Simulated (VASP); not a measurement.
# Al9H in VASP: further runs

Al9H is run at these levels: PBE; tasks: single point.

Program: VASP 6.6.1. These are calculated values, not measurements. Logs are shortened: lines on timing, memory, paths and dates and some standing lists are left out, and cuts for length are marked.

## (1) The cell of the first run

The cell holds a slab with vacuum, 10 atoms: a = 2.854 Å, b = 9.808 Å, c = 21.790 Å, α = 90.00°, β = 90.00°, γ = 98.37°.

## (2) Single point, PBE

File INCAR:

```
ALGO = Normal
DIPOL = 0.5 0.5 0.304
EDIFF = 1E-6
ENCUT = 520
GGA = PE
IDIPOL = 3
ISIF = 2
ISMEAR = 0
LASPH = True
LCHARG = False
LDIPOL = True
LREAL = False
LWAVE = False
NBANDS = 25
NELM = 80
PREC = Accurate
SIGMA = 0.1
```

File KPOINTS:

```
k-points
0
Gamma
  9 3 1
```

File POSCAR:

```
Al9H
1.0
    2.8543223330      0.0000000000      0.0000000000
   -1.4271611665      9.7033329366      0.0000000000
    0.0000000000      0.0000000000     21.7902708969
Al H
9 1
Direct
    0.5324485604      0.0648971207      0.1835681630
    0.6709687938      0.3419375876      0.2292758741
    0.2986728405      0.5973456810      0.2384174163
    0.9263768872      0.8527537744      0.2475589585
    0.0639738222      0.1277383808      0.2937147080
    0.1995905480      0.4042696935      0.3452583266
    0.8288544886      0.6597110299      0.3524478004
    0.4526361687      0.9111292155      0.3607640453
    0.5925232094      0.1814597089      0.4034034702
    1.0925232094      0.6814597089      0.3896358580
```

Potentials or basis: VASP PAW PBE potentials, release 64 (Al, H).

On the command line:

```
> cat potpaw_PBE.64/Al/POTCAR potpaw_PBE.64/H/POTCAR > POTCAR
> mpirun -np 1 vasp_std > vasp.out
```

OUTCAR:

```text
EDIFF = 1E-6
   ENCUT = 520
   GGA = PE
   ISIF = 2
   ISMEAR = 0
   LASPH = True
   LREAL = False
   NELM = 80
   PREC = Accurate

 ion  position               nearest neighbor table
   1  0.532  0.065  0.184-   5 2.86   5 2.86   2 2.87   4 2.87   4 2.87
   2  0.671  0.342  0.229-   1 2.87   3 2.87   3 2.87   5 2.89   5 2.89   6 2.96   6 2.97
   3  0.299  0.597  0.238-   4 2.87   4 2.87   2 2.87   2 2.87   7 2.93   7 2.93   6 2.99
   4  0.926  0.853  0.248-   5 2.85   3 2.87   3 2.87   1 2.87   1 2.87   8 2.90   8 2.91   7 2.96

   5  0.064  0.128  0.294-   9 2.83   9 2.83   4 2.85   1 2.86   1 2.86   2 2.89   2 2.89   6 2.91
                             8 2.93   8 2.93
   6  0.200  0.404  0.345-   7 2.86   7 2.87   9 2.88   9 2.89   5 2.91   2 2.96   2 2.97   3 2.99

   7  0.829  0.660  0.352-  10 1.11   8 2.83   8 2.83   6 2.86   6 2.87   3 2.93   3 2.93   4 2.96

   8  0.453  0.911  0.361-   9 2.78   7 2.83   7 2.83   4 2.90   4 2.91   5 2.93   5 2.93
   9  0.593  0.181  0.403-   8 2.78   5 2.83   5 2.83   6 2.88   6 2.89
  10  0.093  0.681  0.390-   7 1.11

  LATTYP: Found a base centered orthorhombic cell.
 ALAT       =     2.8543223330
 B/A-ratio  =     6.7990449603
 C/A-ratio  =     7.6341311018

  Lattice vectors:

 A1 = (   1.4271611665,  -9.7033329366,   0.0000000000)
 A2 = (   1.4271611665,   9.7033329366,   0.0000000000)
 A3 = (   0.0000000000,   0.0000000000,  21.7902708969)

Analysis of symmetry for initial positions (statically):
=====================================================================
 Subroutine PRICEL returns:
 Original cell was already a primitive cell.

 Routine SETGRP: Setting up the symmetry group for a
 base centered orthorhombic supercell.

 Subroutine GETGRP returns: Found  1 space group operations
 (whereof  1 operations were pure point group operations)
 out of a pool of  8 trial point group operations.

The static configuration has the point symmetry C_1 .

Analysis of symmetry for dynamics (positions and initial velocities):
=====================================================================
 Subroutine PRICEL returns:
 Original cell was already a primitive cell.

 Routine SETGRP: Setting up the symmetry group for a
 base centered orthorhombic supercell.

 Subroutine GETGRP returns: Found  1 space group operations
 (whereof  1 operations were pure point group operations)
 out of a pool of  8 trial point group operations.

The dynamic configuration has the point symmetry C_1 .

 Subroutine INISYM returns: Found  1 space group operations
 (whereof  1 operations are pure point group operations),
 and found     1 'primitive' translations

----------------------------------------------------------------------------------------

                                     Primitive cell

  volume of cell :     603.5129

  direct lattice vectors                    reciprocal lattice vectors
     2.854322333  0.000000000  0.000000000     0.350345856  0.051528686  0.000000000
    -1.427161166  9.703332937  0.000000000     0.000000000  0.103057373  0.000000000
     0.000000000  0.000000000 21.790270897     0.000000000  0.000000000  0.045892041

  length of vectors
     2.854322333  9.807724460 21.790270897     0.354114987  0.103057373  0.045892041

  position of ions in fractional coordinates (direct lattice)
     0.532448560  0.064897121  0.183568163
     0.670968794  0.341937588  0.229275874
     0.298672840  0.597345681  0.238417416
     0.926376887  0.852753774  0.247558959
     0.063973822  0.127738381  0.293714708
     0.199590548  0.404269693  0.345258327
     0.828854489  0.659711030  0.352447800
     0.452636169  0.911129215  0.360764045
     0.592523209  0.181459709  0.403403470
     0.092523209  0.681459709  0.389635858

  ion indices of the primitive-cell ions
   primitive index   ion index
                 1           1
                 2           2
                 3           3
                 4           4
                 5           5
                 6           6
                 7           7
                 8           8
                 9           9
                10          10

----------------------------------------------------------------------------------------

[... 39 lines left out ...]
      ... skipping the blow-up phase ...

 Subroutine IBZKPT returns following result:
 ===========================================

 Found     14 irreducible k-points:

 Following reciprocal coordinates:
            Coordinates               Weight
  0.000000  0.000000  0.000000      1.000000
  0.111111  0.000000  0.000000      2.000000
  0.222222  0.000000  0.000000      2.000000
  0.333333 -0.000000  0.000000      2.000000
  0.444444  0.000000  0.000000      2.000000
  0.000000  0.333333  0.000000      2.000000
  0.111111  0.333333  0.000000      2.000000
  0.222222  0.333333  0.000000      2.000000
  0.333333  0.333333  0.000000      2.000000
  0.444444  0.333333  0.000000      2.000000
 -0.444444  0.333333  0.000000      2.000000
 -0.333333  0.333333  0.000000      2.000000
 -0.222222  0.333333  0.000000      2.000000
 -0.111111  0.333333  0.000000      2.000000
   k-points           NKPTS =     14   k-points in BZ     NKDIM =     14   number of bands    NBANDS=     25
   number of dos      NEDOS =    301   number of ions     NIONS =     10
   total plane-waves  NPLWV = 311040
   dimension x,y,z NGX =    24 NGY =   80 NGZ =  162
   dimension x,y,z NGXF=    48 NGYF=  160 NGZF=  324
   ions per type =               9   1
   NGX,Y,Z   is equivalent  to a cutoff of  13.98, 13.56, 12.36 a.u.
   NGXF,Y,Z  is equivalent  to a cutoff of  27.96, 27.12, 24.72 a.u.
 SYSTEM =  unknown system
   PREC   = accura    normal or accurate (medium, high low for compatibility)
   ISTART =      0    job   : 0-new  1-cont  2-samecut
   ICHARG =      2    charge: 1-file 2-atom 10-const
   ISPIN  =      1    spin polarized calculation?
   LNONCOLLINEAR =      F non collinear calculations
   LSORBIT =      F    spin-orbit coupling
   LASPH  =      T    aspherical Exc in radial PAW
   ENCUT  =  520.0 eV  38.22 Ry    6.18 a.u.   5.31 18.24 40.52*2*pi/ulx,y,z
   NELM   =     80;   NELMIN=  2; NELMDL= -5     # of ELM steps
   EDIFF  = 0.1E-05   stopping-criterion for ELM
   LREAL  =      F    real-space projection
   EDIFFG = 0.1E-04   stopping-criterion for IOM
   NSW    =      0    number of steps for IOM
   IBRION =     -1    ionic relax: 0-MD 1-quasi-New 2-CG
   NFREE  =      0    steps in history (QN), initial steepest desc. (CG)
   ISIF   =      2    stress and relaxation
   ISYM   =      2    0-nonsym 1-usesym 2-fastsym
   POTIM  = 0.5000    time-step for ionic-motion
   TEBEG  =    0.0;   TEEND  =   0.0 temperature during run
   PSTRESS=    0.0 pullay stress
   NELECT =      28.0000    total number of electrons
   NUPDOWN=      -1.0000    fix difference up-down
   EMIN   =  10.00;   EMAX   =-10.00  energy-range for DOS
   EFERMI =   0.00;   METHOD = LEGACY
   ISMEAR =     0;   SIGMA  =   0.10  broadening in eV -4-tet -1-fermi 0-gaus
   EFERMI_NEDOS =   21; number of points for ismear=-14 and -15
   IALGO  =     38    algorithm
   IMIX   =      4    mixing-type and parameters
     AMIX     =   0.40;   BMIX     =  1.00
     AMIX_MAG =   1.60;   BMIX_MAG =  1.00
  volume/ion in A,a.u.               =      60.35       407.27
  Fermi-wavevector in a.u.,A,eV,Ry     =   0.588255  1.111640  4.708207  0.346043
  Thomas-Fermi vector in A             =   1.635447
   LORBIT       =      0    0 simple, 1 ext, 2 COOP (PROOUT), +10 PAW based schemes
   GGA     = PE    functional components
   LHFCALC =     F    Hartree Fock is set to
   AEXX    =    0.0000 exact exchange contribution
   IVDW    =     0    specifies the selected vdW correction
   LEPSILON=     F    determine dielectric tensor
   LRPA    =     F    only Hartree local field effects (RPA)
 non-spin polarized calculation
 Gauss-broadening in eV      SIGMA  =   0.10
  energy-cutoff  :      520.00
  volume of cell :      603.51
 maximum number of plane-waves:     16329
 NGX is ok and might be reduce to    24
   NGX = 11   NGY = 37   NGZ = 81

 dipolmoment           0.000000      0.000000      0.002434 electrons x Angstroem

 number of electron      28.0000000 magnetization

 dipolmoment           0.000000      0.000000     -0.003767 electrons x Angstroem

 Free energy of the ion-electron system (eV)
  ---------------------------------------------------
  ext. energy  EPLUGINS =         0.00000000
  ---------------------------------------------------
  free energy    TOTEN  =       -30.10134674 eV

  energy without entropy =      -30.07709502  energy(sigma->0) =      -30.08922088

 E-fermi :  -1.0693     XC(G=0):  -3.4599

 val. band max:       -1.0867744919   @ k =   0.4444   0.0000   0.0000
 cond. band min:      -1.0218735632   @ k =   0.3333   0.3333   0.0000
 fundamental gap:      0.0649009287
 Fermi energy:        -1.0693109386

 k-point     1 :       0.0000    0.0000    0.0000
  band No.  band energies     occupation
      1     -11.3886      2.00000
      2     -10.2500      2.00000
      3      -9.4761      2.00000
      4      -8.9989      2.00000
      5      -8.0723      2.00000
      6      -6.9913      2.00000
[... 381 lines left out ...]
     24       3.2041      0.00000
     25       3.2982      0.00000

------------------------ aborting loop because EDIFF is reached ----------------------------------------

 vacuum level on the upper side and lower side of the slab       (xc-potential included)        -0.084        -0.056

  FORCE on cell =-STRESS in cart. coord.  units (eV):
  Direction    XX          YY          ZZ          XY          YZ          ZX
  --------------------------------------------------------------------------------------
  -------------------------------------------------------------------------------------
  Total        2.4582111     -3.3537139     11.0385775      3.6098750      2.4185160      9.2685080
  in kB        6.5259417     -8.9032797     29.3046889      9.5833238      6.4205609     24.6055927
  external PRESSURE =       8.9757836 kB  Pullay stress =       0.0000000 kB

 VOLUME and BASIS-vectors are now :
 -----------------------------------------------------------------------------
  energy-cutoff  :      520.00
  volume of cell :      603.51
      direct lattice vectors                 reciprocal lattice vectors
     2.854322333  0.000000000  0.000000000     0.350345856  0.051528686  0.000000000
    -1.427161166  9.703332937  0.000000000     0.000000000  0.103057373  0.000000000
     0.000000000  0.000000000 21.790270897     0.000000000  0.000000000  0.045892041

 POSITION                                       TOTAL-FORCE (eV/Angst)
 -----------------------------------------------------------------------------------
      1.42716      0.62972      4.00000         0.009450      0.188332      0.021062
      1.42716      3.31793      4.99598         0.017771     -0.004515     -0.113827
     -0.00000      5.79624      5.19518        -0.013512     -0.014184      0.203172
      1.42716      8.27455      5.39438         0.021796     -0.155049     -0.077408
      0.00030      1.23949      6.40012         0.006710      0.097598      0.017791
     -0.00726      3.92276      7.52327         0.097920     -0.218824     -0.091067
      1.42430      6.40140      7.67993       -11.734779     -3.782752    -13.699247
     -0.00836      8.84099      7.86115         0.005868      0.560280     -0.035588
      1.43228      1.76076      8.79027        -0.002686      0.007755      0.044418
     -0.70846      6.61243      8.49027        11.591460      3.321360     13.730694
 -----------------------------------------------------------------------------------
    total drift:                               -0.000051      0.000009      0.000129

  FREE ENERGIE OF THE ION-ELECTRON SYSTEM (eV)
  ---------------------------------------------------
  free  energy   TOTEN  =       -30.1013467392 eV

  energy  without entropy=      -30.0770950220  energy(sigma->0) =      -30.08922088

 vacuum level on the upper side and lower side of the slab         3.017         3.044
```

Run time: 11 min. Hardware: 1 thread of Intel Xeon 8259CL, shared host; peak memory 0.74 GiB.

What came out:

- Free energy: -30.1013 eV
- Largest force: 18.431 eV/Å
- Band gap on the k mesh: zero (bands 14 and 15 overlap by 0.61 eV)

Forces on the atoms (eV/Å):
```
Al    0.009   0.188   0.021
Al    0.018  -0.005  -0.114
Al   -0.014  -0.014   0.203
Al    0.022  -0.155  -0.077
Al    0.007   0.098   0.018
Al    0.098  -0.219  -0.091
Al  -11.735  -3.783 -13.699
Al    0.006   0.560  -0.036
Al   -0.003   0.008   0.044
H    11.591   3.321  13.731
```

## (3) Single point, PBE

File INCAR:

```
SYSTEM = Al9H
ALGO     = Normal         ! electronic algorithm
DIPOL    = 0.5 0.5 0.309
EDIFF    = 1E-6           ! SCF threshold, eV
ENCUT    = 520            ! plane-wave cutoff, eV
GGA      = PE             ! functional
IDIPOL   = 3            
ISIF     = 2              ! what is computed and relaxed
ISMEAR   = 0              ! smearing method
LASPH    = .True.         ! aspherical terms in the spheres
LCHARG   = .False.        ! write CHGCAR
LDIPOL   = .True.       
LREAL    = .False.        ! projectors in reciprocal space
LWAVE    = .False.        ! write WAVECAR
NBANDS   = 25             ! bands
NELM     = 100            ! most SCF steps
PREC     = Accurate       ! precision mode
SIGMA    = 0.1            ! smearing width, eV
```

File KPOINTS:

```
k-points
0
Gamma
  9 3 1
  0 0 0
```

POSCAR, as its differences from that of step 2:

```diff
@@ -17,2 +17,2 @@
     0.5925232094      0.1814597089      0.4034034702
-    1.0925232094      0.6814597089      0.3896358580
+    1.0925232094      0.6814597089      0.4350689783
```

Potentials or basis: VASP PAW PBE potentials, release 64 (Al, H).

On the command line:

```
> cat potpaw_PBE.64/Al/POTCAR potpaw_PBE.64/H/POTCAR > POTCAR
> mpirun -np 1 vasp_std > vasp.out
```

Run time: 12 min. Hardware: 1 thread of Intel Xeon 8259CL, shared host; peak memory 0.73 GiB.

The run converged. Its results:

```yaml
Free_energy: -33.1799 eV
Largest_force: 1.625 eV/Å
Band_gap_on_the_k_mesh: zero (bands 14 and 15 overlap by 0.69 eV)
```

Forces on the atoms (eV/Å):
```
Al   0.003  0.180 -0.007
Al   0.013  0.031 -0.085
Al  -0.032 -0.119  0.147
Al   0.018 -0.027 -0.089
Al   0.000  0.073 -0.003
Al   0.042 -0.123 -0.056
Al   0.457 -0.114  1.481
Al  -0.024  0.232  0.096
Al  -0.008  0.011  0.065
H   -0.468 -0.143 -1.549
```

Levels at points of the mesh, in eV from the Fermi level:
| k point | band 10 | band 11 | band 12 | band 13 | band 14 | band 15 | band 16 | band 17 | band 18 | band 19 |
| --- | --- | --- | --- | --- | --- | --- | --- | --- | --- | --- |
| (0.00, 0.00, 0.00) | -3.16 | -2.27 | -1.63 | -1.44 | -1.09 | 0.05 | 1.03 | 1.97 | 2.55 | 2.60 |
